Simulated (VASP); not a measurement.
A run of VASP 6.6.1 is set up as follows.

The input INCAR:

```
SYSTEM = TiTe2
PREC     = Accurate       ! precision mode
ENCUT    = 520            ! plane-wave cutoff, eV
EDIFF    = 1E-6           ! SCF threshold, eV
ISMEAR   = 0              ! smearing method
SIGMA    = 0.05           ! smearing width, eV
LREAL    = .False.        ! projectors in reciprocal space
LASPH    = .True.         ! aspherical terms in the spheres
NELM     = 100            ! most SCF steps
ALGO     = Normal         ! electronic algorithm
ISIF     = 2              ! what is computed and relaxed
LWAVE    = .False.        ! write WAVECAR
LCHARG   = .False.        ! write CHGCAR
GGA      = PE             ! functional
NBANDS   = 19             ! bands
```

The input KPOINTS:

```
regular mesh
0
Gamma
  10 10 10
  0 0 0
```

File POSCAR:

```
TiTe2
1.0
    0.0000000000      3.5213877185      3.5213877185
    3.5213877185      0.0000000000      3.5213877185
    3.5213877185      3.5213877185      0.0000000000
Ti Te
1 2
Direct
    0.0000000000      0.0000000000      0.0000000000
    0.2500000000      0.2500000000      0.2500000000
    0.7500000000      0.7500000000      0.7500000000
```

Potentials or basis: VASP PAW PBE potentials, release 64 (Ti_sv, Te).

Run with:

```sh
$ cat potpaw_PBE.64/Ti_sv/POTCAR potpaw_PBE.64/Te/POTCAR > POTCAR
$ mpirun -np 1 vasp_std > vasp.out
```

Question: Predict the pressure.

Answer: -3.6 GPa.

Question: What does it give for the band gap on the k mesh?

Answer: Zero (band 12 reaches 6.66 eV, above the bottom of band 13 at 6.42 eV).

Caveat: spin-orbit coupling is left out, which moves the levels of the heavy elements.
